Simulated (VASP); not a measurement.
Ti: relaxation of cell and atoms with PBE

Crystal: Ti.

```
Ti
1.0
     1.96324    0.00000    0.00000
     0.00000    1.96324    0.00000
     0.00000    0.00000    1.96324
Ti
1
Direct
  0.00000 0.00000 0.00000
```

- Program: VASP 6.6.1
- Task: relaxation of cell and atoms
- Functional: PBE
- Potentials or basis: VASP PAW PBE potentials, release 64 (Ti_sv)
- Cutoff: 600 eV
- k mesh: 19 × 19 × 19
- Occupations: fermi-dirac, width 0.05 eV
- Spin: no spin polarisation
- Target pressure: 350 GPa
- Dipole correction: no
- Further INCAR settings: ALGO = Normal; EDIFF = 1e-06; IBRION = 2; EDIFFG = -0.005; NSW = 32; ISIF = 3

| Quantity | Value |
| --- | --- |
| Relaxed volume | 7.67 Å³/atom |
| Relaxed cell | a = 1.972 Å, b = 1.972 Å, c = 1.972 Å, α = 90.00°, β = 90.00°, γ = 90.00° |
| Space group after relaxing (to 0.05 Å) | Pm-3m (No. 221) |
| Energy change on relaxing (the enthalpy is what falls) | -240.4 meV/atom |
| Ionic steps | 6 |
| Pressure after relaxing | 350.0 GPa |
| Band gap on the k mesh | zero (band 6 reaches 21.58 eV, above the bottom of band 7 at 14.64 eV) |

Step by step:
```
step  energy change (eV)  largest force (eV/Å)  pressure (GPa)  volume (Å³)
   1              0.0000                0.0000          366.85         7.57
   2             -1.7114                0.0000          248.34         8.47
   3             -0.2471                0.0000          348.68         7.68
   4             -0.2292                0.0000          350.30         7.67
   5             -0.2337                0.0000          350.27         7.67
   6             -0.2404                0.0000          349.96         7.67
```

Final structure:
```
Ti
1.0
     1.97249    0.00000    0.00000
     0.00000    1.97249    0.00000
     0.00000    0.00000    1.97249
Ti
1
Direct
  0.00000 0.00000 0.00000
```

Levels at points of the mesh, in eV from the Fermi level:
| k point | band 2 | band 3 | band 4 | band 5 | band 6 | band 7 | band 8 | band 9 | band 10 |
| --- | --- | --- | --- | --- | --- | --- | --- | --- | --- |
| (0.00, 0.00, 0.00) | -29.76 | -29.76 | -29.76 | -5.21 | -4.90 | -4.90 | 9.14 | 9.14 | 9.14 |

It took 110 s on 1 thread of AMD EPYC 7R13 (shared host), peak memory 0.11 GiB.

Caveat: the cell is relaxed towards a set pressure, so the enthalpy falls and the energy may rise.
